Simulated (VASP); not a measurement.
Set up this calculation in VASP 6.6.1, as the native input.

```yaml
Task: single point
Functional: PBE
Potentials_or_basis: VASP PAW PBE potentials, release 64 (Pt, Se)
Cutoff: 520 eV
k_mesh: 12 × 12 × 10
Occupations: gaussian, width 0.15 eV
Spin: no spin polarisation
Dipole_correction: no
Further_INCAR_settings: ALGO = Normal; EDIFF = 1e-06; NBANDS = 18
```

The structure of PtSe2 lies in POSCAR:

```
PtSe2
1.0
    3.6122805865      0.0000000000      0.0000000000
   -1.8061402932      3.1283267535      0.0000000000
    0.0000000000      0.0000000000      5.2138600000
Pt Se
1 2
Direct
    0.0000000000      0.0000000000      0.0000000000
    0.3333333333      0.6666666667      0.2500000000
    0.6666666667      0.3333333333      0.7500000000
```

This cell differs from its parent crystal: strain -0.030 along x and y, +0.030 along z.

One way to write it, as run:

INCAR

```
PREC     = Accurate       # precision mode
ENCUT    = 520            # plane-wave cutoff, eV
EDIFF    = 1E-6           # SCF threshold, eV
ISMEAR   = 0              # smearing method
SIGMA    = 0.15           # smearing width, eV
LREAL    = False          # projectors in reciprocal space
LASPH    = True           # aspherical terms in the spheres
NELM     = 80             # most SCF steps
ALGO     = Normal         # electronic algorithm
ISIF     = 2              # what is computed and relaxed
LWAVE    = False          # write WAVECAR
LCHARG   = True           # write CHGCAR
GGA      = PE             # functional
LELF     = True           # ELF
LVHAR    = True         
NBANDS   = 18             # bands
```

KPOINTS

```
Automatic mesh
0
Gamma
  12 12 10
```

Potentials or basis: VASP PAW PBE potentials, release 64 (Pt, Se).

Launch:

```sh
$ cat potpaw_PBE.64/Pt/POTCAR potpaw_PBE.64/Se/POTCAR > POTCAR
$ mpirun -np 1 vasp_std > vasp.out
```

It gave:

- Pressure: 14.4 GPa
- Largest force: 0.912 eV/Å
- Band gap on the k mesh: zero (band 11 reaches 7.21 eV, above the bottom of band 12 at 7.01 eV)

Caveat: the cell differs from its parent crystal (strain -0.030 along x and y, +0.030 along z); spin-orbit coupling is left out, which moves the levels of the heavy elements.

Run time: 2.2 min on 1 thread of AMD EPYC 7R43 64-Core Processor (Zen 3), with other jobs on the host, peak memory 0.27 GiB.
